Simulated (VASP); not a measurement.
Runs of VASP 6.6.1 on MoS2. The structure is that of space group R3m (No. 160), or close to it. The cells are those of the table. 

| cell | gap on the mesh (eV) | pressure (GPa) | largest force (eV/Å) |
| --- | --- | --- | --- |
| a = 6.237 Å, angles 28.5°, 3 atoms | 1.22 | (b) | 2.02 |
| a = 6.460 Å, angles 28.5°, 3 atoms | 1.24 | 1.9 | 0.07 |
| a = 6.350 Å, angles 28.5°, 3 atoms | 1.24 | 10.5 | 0.95 |
| a = 6.565 Å, angles 28.5°, 3 atoms | 1.23 | -4.7 | 0.66 |
| a = 6.668 Å, angles 28.5°, 3 atoms | 1.22 | (a) | 1.26 |

Alike in all rows: task single point; level PBE; potentials or basis VASP PAW PBE potentials, release 64 (Mo_sv, S); no spin polarisation; k mesh 4 × 4 × 4; cutoff (eV) 520; smearing gaussian 0.01 eV.

Q: Estimate the missing entries.

A: (a) -9.7; (b) 21.7.

Caveats: all runs use coarse meshes; forces of over 1 eV/Å act on the atoms, so gaps and moduli don't describe the material at rest (some runs).

A k mesh can miss the band edges, and the runs leave out spin-orbit coupling on Mo.
